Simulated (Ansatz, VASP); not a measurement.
**La2O3: VASP beside Ansatz**

```
CELL_PARAMETERS angstrom
3.86781 0.00000 0.00000
-1.93391 3.34962 0.00000
0.00000 0.00000 6.02147
ATOMIC_POSITIONS crystal
La 0.66667 0.33333 0.75683
La 0.33333 0.66667 0.24317
O 0.66667 0.33333 0.35371
O 0.33333 0.66667 0.64629
O 0.00000 0.00000 0.00000
```

Change from the starting cell: hydrostatic strain -1.7%.

Alike in both runs: task single point; functional HSE06; k mesh 6 × 6 × 2; no spin polarisation.

|  | VASP | Ansatz |
| --- | --- | --- |
| version | VASP 6.6.1 | Ansatz 0.2.0 |
| potentials or method | VASP PAW PBE potentials, release 64 (La, O) | plane waves, PAW |
| plane-wave cutoff (eV) | 520 | 420 |
| occupations | gaussian, width 0.01 eV | fixed |
| valence electrons in the cell | 40 | 40 |

```csv
,VASP,Ansatz,Ansatz less VASP
gap on the k mesh at the Fermi level (eV),5.40,5.39,-0.005
pressure (GPa),5.7,6.0,+0.29
"traceless stress, the component that is largest in VASP (GPa)",-0.90,-0.91,-0.015
rms of the force components (eV/Å),0.079,0.075,-0.0041
```

Atom by atom the forces differ by 0.004 eV/Å (rms over components). Ansatz's warnings: stress exchange threshold loose, stress scf threshold loose.

The k mesh is coarse, so the values compare programs but aren't converged. Neither program's run includes spin-orbit coupling.
